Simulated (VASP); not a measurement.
Wanted: the native input for a VASP 6.6.1 run.

| Quantity | Value |
| --- | --- |
| Task | single point |
| Functional | PBE |
| Dispersion | D3(BJ) |
| Potentials or basis | VASP PAW PBE potentials, release 64 (O, H, Ca_sv, Cl) |
| Cutoff | 520 eV |
| k mesh | 1 × 1 × 1 |
| Occupations | fermi-dirac, width 0.05 eV |
| Spin | no spin polarisation |
| Dipole correction | no |
| Further INCAR settings | LREAL = Auto; ALGO = Normal; EDIFF = 1e-06; NBANDS = 41 |

The structure of CaH8Cl2O4 lies in POSCAR:

```
CaH8Cl2O4
1.0
    5.7082670000      0.0000000000      0.0000000000
    0.0000000000      5.7082670000      0.0000000000
    0.0000000000      0.0000000000      5.7082670000
O H Ca Cl
4 8 1 2
Direct
    0.8131364563      0.3171190135      0.4767997012
    0.0576882616      0.8794262777      0.5249929620
    0.3321498451      0.4661134456      0.7034008746
    0.5076496947      0.7804119884      0.3299250018
    0.7400845125      0.1689829856      0.4666214807
    0.8197584311      0.3845475343      0.3244242079
    0.0962989293      1.0348850185      0.6068041316
    0.0437085371      0.9270589480      0.3628071357
    0.2480612767      0.5495012760      0.8415689035
    0.3873329681      0.3189759694      0.7683242567
    0.3512449575      0.6951496838      0.3312914410
    0.5005196849      0.8850672192      0.1828050440
    0.7133338367      0.6567667560      0.6583609351
   -0.4364722253      0.0355274201     -0.1040946403
   -0.0059913105      0.6038084764      0.0930054603
```

The input as run:

INCAR

```
  ALGO = Normal
  EDIFF = 1E-6
  ENCUT = 520
  GGA = PE
  ISIF = 2
  ISMEAR = -1
  IVDW = 12
  LASPH = T
  LCHARG = F
  LREAL = Auto
  LWAVE = F
  NBANDS = 41
  NELM = 100
  PREC = Accurate
  SIGMA = 0.05
```

KPOINTS

```
k-points
0
Gamma
  1 1 1
```

Potentials or basis: VASP PAW PBE potentials, release 64 (O, H, Ca_sv, Cl).

Launch:

```console
$ cat potpaw_PBE.64/O/POTCAR potpaw_PBE.64/H/POTCAR potpaw_PBE.64/Ca_sv/POTCAR potpaw_PBE.64/Cl/POTCAR > POTCAR
$ mpirun -np 1 vasp_gam > vasp.out
```

It gave:

| Property | Result |
| --- | --- |
| Pressure | 0.7 GPa |
| Largest force | 2.600 eV/Å |
| Dispersion energy per atom | -0.073 eV |

Caveat: the k points lie up to 1.10 Å⁻¹ apart; the atoms stand as in a frame of molecular dynamics.

Wall time 34 s on 1 thread of Intel Xeon 8259CL, with other jobs on the host, peak memory 0.25 GiB.
